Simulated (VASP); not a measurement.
# Rb (R-3m) in VASP: single point with PBE

Aim: the single point of Rb with PBE.

Program: VASP 6.6.1. These are calculated values, not measurements. Logs are shortened: lines on timing, memory, paths and dates and some standing lists are left out, and cuts for length are marked.

## (1) The cell of the first run

Symmetry: R-3m, No. 166, trigonal system. Conventional cell: a = 11.601 Å, b = 11.601 Å, c = 29.676 Å, α = 90.00°, β = 90.00°, γ = 120.00°. Rb (site symmetry m) has 6 Rb at 3.94 to 4.26 Å within 5.2 Å. Rb (site symmetry m) has 7 Rb at 4.21 to 4.75 Å within 5.5 Å.

## (2) Single point, PBE

Contents of INCAR:

```
SYSTEM = Rb
PREC = Accurate
ENCUT = 520
EDIFF = 1E-7
ISMEAR = 0
SIGMA = 0.1
LREAL = .False.
LASPH = .True.
NELM = 100
ALGO = Fast
ISIF = 2
LWAVE = .False.
LCHARG = .True.
GGA = PE
LELF = .True.
LVHAR = .True.
NBANDS = 66
```

Contents of KPOINTS:

```
regular mesh
0
Gamma
  3 3 3
  0 0 0
```

Contents of POSCAR:

```
Rb
1.0
    5.8003218929      3.3488174063      9.8918814960
   -5.8003218929      3.3488174063      9.8918814960
    0.0000000000     -6.6976348123      9.8918814960
Rb
12
Direct
    0.0101900000      0.6536100000      0.0101900000
    0.0101900000      0.0101900000      0.6536100000
    0.6536100000      0.0101900000      0.0101900000
    0.9898100000      0.3463900000      0.9898100000
    0.3463900000      0.9898100000      0.9898100000
    0.9898100000      0.9898100000      0.3463900000
    0.2211800000      0.6306000000      0.2211800000
    0.2211800000      0.2211800000      0.6306000000
    0.6306000000      0.2211800000      0.2211800000
    0.7788200000      0.3694000000      0.7788200000
    0.3694000000      0.7788200000      0.7788200000
    0.7788200000      0.7788200000      0.3694000000
```

Potentials or basis: VASP PAW PBE potentials, release 64 (Rb_sv).

Run with:

```
> cat potpaw_PBE.64/Rb_sv/POTCAR > POTCAR
> mpirun -np 1 vasp_std > vasp.out
```

OUTCAR:

```text
SYSTEM = Rb
   PREC = Accurate
   ENCUT = 520
   EDIFF = 1E-7
   ISMEAR = 0
   LREAL = .False.
   LASPH = .True.
   NELM = 100
   ISIF = 2
   GGA = PE

 ion  position               nearest neighbor table
   1  0.010  0.654  0.010-   4 3.94   2 4.14   3 4.14   7 4.25  12 4.26  11 4.26
   2  0.010  0.010  0.654-   6 3.94   3 4.14   1 4.14   8 4.25  10 4.26  11 4.26
   3  0.654  0.010  0.010-   5 3.94   2 4.14   1 4.14   9 4.25  12 4.26  10 4.26
   4  0.990  0.346  0.990-   1 3.94   6 4.14   5 4.14  10 4.25   8 4.26   9 4.26
   5  0.346  0.990  0.990-   3 3.94   6 4.14   4 4.14  11 4.25   8 4.26   7 4.26
   6  0.990  0.990  0.346-   2 3.94   4 4.14   5 4.14  12 4.25   9 4.26   7 4.26
   7  0.221  0.631  0.221-  11 4.21  12 4.21   1 4.25   5 4.26   6 4.26   8 4.75   9 4.75
   8  0.221  0.221  0.631-  10 4.21  11 4.21   2 4.25   4 4.26   5 4.26   7 4.75   9 4.75
   9  0.631  0.221  0.221-  10 4.21  12 4.21   3 4.25   4 4.26   6 4.26   8 4.75   7 4.75
  10  0.779  0.369  0.779-   9 4.21   8 4.21   4 4.25   3 4.26   2 4.26  12 4.75  11 4.75
  11  0.369  0.779  0.779-   7 4.21   8 4.21   5 4.25   1 4.26   2 4.26  12 4.75  10 4.75
  12  0.779  0.779  0.369-   7 4.21   9 4.21   6 4.25   3 4.26   1 4.26  10 4.75  11 4.75

  LATTYP: Found a trigonal (rhomboedric) cell.
 ALAT       =    11.9460299520
 COS(alpha) =     0.5284942553

  Lattice vectors:

 A1 = (   5.8003218929,   3.3488174063,   9.8918814960)
 A2 = (  -5.8003218929,   3.3488174063,   9.8918814960)
 A3 = (   0.0000000000,  -6.6976348123,   9.8918814960)

Analysis of symmetry for initial positions (statically):
=====================================================================
 Subroutine PRICEL returns:
 Original cell was already a primitive cell.

 Routine SETGRP: Setting up the symmetry group for a
 trigonal (rhombohedral) supercell.

 Subroutine GETGRP returns: Found 12 space group operations
 (whereof 12 operations were pure point group operations)
 out of a pool of 12 trial point group operations.

The static configuration has the point symmetry D_3d.

Analysis of symmetry for dynamics (positions and initial velocities):
=====================================================================
 Subroutine PRICEL returns:
 Original cell was already a primitive cell.

 Routine SETGRP: Setting up the symmetry group for a
 trigonal (rhombohedral) supercell.

 Subroutine GETGRP returns: Found 12 space group operations
 (whereof 12 operations were pure point group operations)
 out of a pool of 12 trial point group operations.

The dynamic configuration has the point symmetry D_3d.

 Subroutine INISYM returns: Found 12 space group operations
 (whereof 12 operations are pure point group operations),
 and found     1 'primitive' translations

----------------------------------------------------------------------------------------

                                     Primitive cell

  volume of cell :    1152.8524

  direct lattice vectors                    reciprocal lattice vectors
     5.800321893  3.348817406  9.891881496     0.086202112  0.049768813  0.033697667
    -5.800321893  3.348817406  9.891881496    -0.086202112  0.049768813  0.033697667
     0.000000000 -6.697634812  9.891881496     0.000000000 -0.099537626  0.033697667

  length of vectors
    11.946029952 11.946029952 11.946029952     0.105086972  0.105086972  0.105086972

  position of ions in fractional coordinates (direct lattice)
     0.010190000  0.653610000  0.010190000
     0.010190000  0.010190000  0.653610000
     0.653610000  0.010190000  0.010190000
     0.989810000  0.346390000  0.989810000
     0.346390000  0.989810000  0.989810000
     0.989810000  0.989810000  0.346390000
     0.221180000  0.630600000  0.221180000
     0.221180000  0.221180000  0.630600000
     0.630600000  0.221180000  0.221180000
     0.778820000  0.369400000  0.778820000
     0.369400000  0.778820000  0.778820000
     0.778820000  0.778820000  0.369400000

  ion indices of the primitive-cell ions
   primitive index   ion index
                 1           1
                 2           2
                 3           3
                 4           4
                 5           5
                 6           6
                 7           7
                 8           8
                 9           9
                10          10
                11          11
                12          12

----------------------------------------------------------------------------------------

 KPOINTS: regular mesh

Automatic generation of k-mesh.
 Grid dimensions read from file:
 generate k-points for:    3    3    3

 Generating k-lattice:

  Cartesian coordinates                     Fractional coordinates (reciprocal lattice)
     0.028734037  0.016589604  0.011232556     0.333333333  0.000000000  0.000000000
    -0.028734037  0.016589604  0.011232556     0.000000000  0.333333333  0.000000000
     0.000000000 -0.033179209  0.011232556    -0.000000000 -0.000000000  0.333333333

  Length of vectors
     0.035028991  0.035028991  0.035028991

  Shift w.r.t. Gamma in fractional coordinates (k-lattice)
     0.000000000  0.000000000  0.000000000

 Subroutine IBZKPT returns following result:
 ===========================================

 Found      6 irreducible k-points:

 Following reciprocal coordinates:
            Coordinates               Weight
  0.000000  0.000000  0.000000      1.000000
  0.333333  0.000000  0.000000      6.000000
  0.333333  0.333333  0.000000      6.000000
 -0.333333  0.333333  0.000000      6.000000
  0.333333  0.333333  0.333333      2.000000
 -0.333333  0.333333  0.333333      6.000000
   k-points           NKPTS =      6   k-points in BZ     NKDIM =      6   number of bands    NBANDS=     66
   number of dos      NEDOS =    301   number of ions     NIONS =     12
   total plane-waves  NPLWV = 729000
   dimension x,y,z NGX =    90 NGY =   90 NGZ =   90
   dimension x,y,z NGXF=   180 NGYF=  180 NGZF=  180
   ions per type =              12
   NGX,Y,Z   is equivalent  to a cutoff of  12.52, 12.52, 12.52 a.u.
   NGXF,Y,Z  is equivalent  to a cutoff of  25.05, 25.05, 25.05 a.u.
 SYSTEM =  Rb
   PREC   = accura    normal or accurate (medium, high low for compatibility)
   ISTART =      0    job   : 0-new  1-cont  2-samecut
   ICHARG =      2    charge: 1-file 2-atom 10-const
   ISPIN  =      1    spin polarized calculation?
   LNONCOLLINEAR =      F non collinear calculations
   LSORBIT =      F    spin-orbit coupling
   LASPH  =      T    aspherical Exc in radial PAW
   ENCUT  =  520.0 eV  38.22 Ry    6.18 a.u.  22.21 22.21 22.21*2*pi/ulx,y,z
   NELM   =    100;   NELMIN=  2; NELMDL= -5     # of ELM steps
   EDIFF  = 0.1E-06   stopping-criterion for ELM
   LREAL  =      F    real-space projection
   EDIFFG = 0.1E-05   stopping-criterion for IOM
   NSW    =      0    number of steps for IOM
   IBRION =     -1    ionic relax: 0-MD 1-quasi-New 2-CG
   NFREE  =      0    steps in history (QN), initial steepest desc. (CG)
   ISIF   =      2    stress and relaxation
   ISYM   =      2    0-nonsym 1-usesym 2-fastsym
   POTIM  = 0.5000    time-step for ionic-motion
   TEBEG  =    0.0;   TEEND  =   0.0 temperature during run
   PSTRESS=    0.0 pullay stress
   NELECT =     108.0000    total number of electrons
   NUPDOWN=      -1.0000    fix difference up-down
   EMIN   =  10.00;   EMAX   =-10.00  energy-range for DOS
   EFERMI =   0.00;   METHOD = LEGACY
   ISMEAR =     0;   SIGMA  =   0.10  broadening in eV -4-tet -1-fermi 0-gaus
   EFERMI_NEDOS =   21; number of points for ismear=-14 and -15
   IALGO  =     68    algorithm
   IMIX   =      4    mixing-type and parameters
     AMIX     =   0.40;   BMIX     =  1.00
     AMIX_MAG =   1.60;   BMIX_MAG =  1.00
  volume/ion in A,a.u.               =      96.07       648.32
  Fermi-wavevector in a.u.,A,eV,Ry     =   0.743518  1.405045  7.521560  0.552819
  Thomas-Fermi vector in A             =   1.838652
   LORBIT       =      0    0 simple, 1 ext, 2 COOP (PROOUT), +10 PAW based schemes
   GGA     = PE    functional components
   LHFCALC =     F    Hartree Fock is set to
   AEXX    =    0.0000 exact exchange contribution
   IVDW    =     0    specifies the selected vdW correction
   LEPSILON=     F    determine dielectric tensor
   LRPA    =     F    only Hartree local field effects (RPA)
 non-spin polarized calculation
 RMM-DIIS sequential band-by-band and
 Gauss-broadening in eV      SIGMA  =   0.10
  energy-cutoff  :      520.00
  volume of cell :     1152.85
 maximum number of plane-waves:     31052
 NGX is ok and might be reduce to    90
   NGX = 45   NGY = 45   NGZ = 45

 number of electron     108.0000000 magnetization

 Free energy of the ion-electron system (eV)
  ---------------------------------------------------
  ext. energy  EPLUGINS =         0.00000000
  ---------------------------------------------------
  free energy    TOTEN  =        -7.82750154 eV

  energy without entropy =       -7.80194115  energy(sigma->0) =       -7.81472135

 E-fermi :   0.0615     XC(G=0):  -5.2030

 val. band max:        0.0179946327   @ k =   0.3333   0.3333   0.3333
 cond. band min:       0.1372236081   @ k =  -0.3333   0.3333   0.3333
 fundamental gap:      0.1192289754
 Fermi energy:         0.0615177434

 k-point     1 :       0.0000    0.0000    0.0000
  band No.  band energies     occupation
      1     -29.3435      2.00000
      2     -29.3294      2.00000
      3     -29.3294      2.00000
      4     -29.3273      2.00000
      5     -29.3140      2.00000
      6     -29.3140      2.00000
[... 58 lines left out ...]
     65       1.4089      0.00000
     66       1.4563      0.00000

 k-point     2 :       0.3333    0.0000    0.0000
  band No.  band energies     occupation
      1     -29.3418      2.00000
      2     -29.3352      2.00000
      3     -29.3294      2.00000
      4     -29.3217      2.00000
      5     -29.3155      2.00000
      6     -29.3140      2.00000
[... 334 lines left out ...]
     65       1.2619      0.00000
     66       1.3901      0.00000

------------------------ aborting loop because EDIFF is reached ----------------------------------------

  FORCE on cell =-STRESS in cart. coord.  units (eV):
  Direction    XX          YY          ZZ          XY          YZ          ZX
  --------------------------------------------------------------------------------------
  -------------------------------------------------------------------------------------
  Total        6.1894710      6.1894710      7.0040999     -0.0000000      0.0000000      0.0000000
  in kB        8.6018209      8.6018209      9.7339519     -0.0000000      0.0000000      0.0000000
  external PRESSURE =       8.9791979 kB  Pullay stress =       0.0000000 kB

 VOLUME and BASIS-vectors are now :
 -----------------------------------------------------------------------------
  energy-cutoff  :      520.00
  volume of cell :     1152.85
      direct lattice vectors                 reciprocal lattice vectors
     5.800321893  3.348817406  9.891881496     0.086202112  0.049768813  0.033697667
    -5.800321893  3.348817406  9.891881496    -0.086202112  0.049768813  0.033697667
     0.000000000 -6.697634812  9.891881496     0.000000000 -0.099537626  0.033697667

 POSITION                                       TOTAL-FORCE (eV/Angst)
 -----------------------------------------------------------------------------------
     -3.73204      2.15470      6.66703         0.219833     -0.126921     -0.111588
      0.00000     -4.30939      6.66703         0.000000      0.253841     -0.111588
      3.73204      2.15470      6.66703        -0.219833     -0.126921     -0.111588
      3.73204     -2.15470     23.00862        -0.219833      0.126921      0.111588
     -3.73204     -2.15470     23.00862         0.219833      0.126921      0.111588
      0.00000      4.30939     23.00862         0.000000     -0.253841      0.111588
     -2.37477      1.37107     10.61359         0.339656     -0.196100      0.087486
      0.00000     -2.74215     10.61359         0.000000      0.392200      0.087486
      2.37477      1.37107     10.61359        -0.339656     -0.196100      0.087486
      2.37477     -1.37107     19.06205        -0.339656      0.196100     -0.087486
     -2.37477     -1.37107     19.06205         0.339656      0.196100     -0.087486
      0.00000      2.74215     19.06205         0.000000     -0.392200     -0.087486
 -----------------------------------------------------------------------------------
    total drift:                               -0.000000      0.000000     -0.000000

  FREE ENERGIE OF THE ION-ELECTRON SYSTEM (eV)
  ---------------------------------------------------
  free  energy   TOTEN  =        -7.8275015433 eV

  energy  without entropy=       -7.8019411496  energy(sigma->0) =       -7.81472135
```

Wall time 19 min (1 thread of AMD EPYC 9R45 (Zen 5), shared host); peak memory 1.4 GiB.

Results:

```
Free energy            : -7.8275 eV
Pressure               : 0.9 GPa
Largest force          : 0.402 eV/Å
Band gap on the k mesh : zero (bands 54 and 55 overlap by 0.29 eV)
```

Forces on the atoms (eV/Å):
```
Rb   0.220 -0.127 -0.112
Rb   0.000  0.254 -0.112
Rb  -0.220 -0.127 -0.112
Rb  -0.220  0.127  0.112
Rb   0.220  0.127  0.112
Rb   0.000 -0.254  0.112
Rb   0.340 -0.196  0.087
Rb   0.000  0.392  0.087
Rb  -0.340 -0.196  0.087
Rb  -0.340  0.196 -0.087
Rb   0.340  0.196 -0.087
Rb   0.000 -0.392 -0.087
```
